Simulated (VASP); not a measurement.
A run of VASP 6.6.1:

Contents of INCAR:

```
SYSTEM = B2AsN
  ALGO = Normal
  EDIFF = 1E-6
  ENCUT = 600
  GGA_COMPAT = .FALSE.
  ISIF = 2
  ISMEAR = 0
  LASPH = .TRUE.
  LCHARG = .TRUE.
  LELF = .TRUE.
  LREAL = .FALSE.
  LVHAR = .TRUE.
  LWAVE = .FALSE.
  NBANDS = 21
  NELM = 120
  PREC = Accurate
  SIGMA = 0.1
```

Contents of KPOINTS:

```
k-points
0
G
  15 15 12
  0 0 0
```

File POSCAR:

```
B2AsN
1.0
    3.7322559801      0.0000000000      0.0000000000
   -1.8661279900      3.2322284922      0.0000000000
    0.0000000000      0.0000000000      3.7376915145
B As N
2 1 1
Direct
    0.3333333333      0.6666666667      0.0000000000
    0.6666666667      0.3333333333      0.0000000000
    0.0000000000      0.0000000000      0.0000000000
    0.0000000000      0.0000000000      0.5000000000
```

Potentials or basis: VASP PAW LDA potentials, release 64 (B, As_d, N).

Run with:

```sh
$ cat potpaw_LDA.64/B/POTCAR potpaw_LDA.64/As_d/POTCAR potpaw_LDA.64/N/POTCAR > POTCAR
$ mpirun -np 1 vasp_std > vasp.out
```

Hardware: 1 thread of Intel(R) Xeon(R) Platinum 8488C (Sapphire Rapids) (shared host).

How long does it take, and how much memory?

It took 120 s on 1 thread of Intel(R) Xeon(R) Platinum 8488C (Sapphire Rapids), with other jobs on the host, peak memory 0.32 GiB. Counts: scf iterations 13, k points 189.
